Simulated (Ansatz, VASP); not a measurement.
This is a calculation of WS2 for Ansatz 0.2.0.

Contents of input.yaml:

```yaml
crystal:
  lattice:
    - [3.1835163552, 0.0, 0.0]
    - [-1.5917581776, 2.7570060369, 0.0]
    - [0.0, 0.0, 16.95057789]
  atoms:
    - { symbol: W, position: [0.0, 0.0, 0.0] }
    - { symbol: S, position: [0.3333333333, 0.6666666667, 0.09200051] }
    - { symbol: S, position: [0.3333333333, 0.6666666667, 0.90799949] }
kpoints:
  mp_grid: { grid: [10, 10, 2] }
scf:
  occupations: { method: fermi_dirac, width: 0.05 }
hamiltonian:
  xc: lda
  pseudopotentials: { kind: all_electron, lapw: { basis_error: 0.002 } }
output:
  forces: true
  stress: true
  eigenvalues: true
```

Potentials or basis: all-electron LAPW, scalar-relativistic.

Command:

```bash
$ ansatz run input.yaml --threads 2 --pin off --max-ram 8192MiB --backend cpu --events-out ev --progress --plain --runs-dir out
```

Set up the same calculation for VASP 6.6.1. Potentials there: VASP PAW LDA potentials, release 64 (W_sv, S).

As run (the cutoff follows the program's own potentials):

INCAR

```
SYSTEM = WS2
PREC = Accurate
ENCUT = 520
EDIFF = 1E-6
ISMEAR = -1
SIGMA = 0.05
LREAL = .FALSE.
LASPH = .TRUE.
NELM = 100
ALGO = Normal
ISIF = 2
LWAVE = .FALSE.
LCHARG = .FALSE.
NBANDS = 20
```

File KPOINTS:

```
regular mesh
0
G
  10 10 2
  0 0 0
```

File POSCAR:

```
WS2
1.0
    3.1835163552      0.0000000000      0.0000000000
   -1.5917581776      2.7570060369      0.0000000000
    0.0000000000      0.0000000000     16.9505778900
W S
1 2
Direct
    0.0000000000      0.0000000000      0.0000000000
    0.3333333333      0.6666666667      0.0920005100
    0.3333333333      0.6666666667      0.9079994900
```

Potentials or basis: VASP PAW LDA potentials, release 64 (W_sv, S).

The run is started by

```sh
$ cat potpaw_LDA.64/W_sv/POTCAR potpaw_LDA.64/S/POTCAR > POTCAR
$ mpirun -np 1 vasp_std > vasp.out
```

Both were run:

|  | VASP | Ansatz | Ansatz less VASP |
| --- | --- | --- | --- |
| gap on the k mesh at the Fermi level (eV) | 1.99 | 1.98 | -0.010 |
| least direct gap on the mesh (eV) | 2.15 | 2.14 | -0.009 |
| rms of the force components (eV/Å) | 0.169 | 0.190 | +0.0209 |

LDA's correlation is that of Perdew and Zunger in VASP and of Perdew and Wang (1992) in Ansatz. Atom by atom the forces differ by 0.021 eV/Å (rms over components). Ansatz ran all-electron here, and VASP with PAW potentials.

Spin-orbit coupling is off throughout.
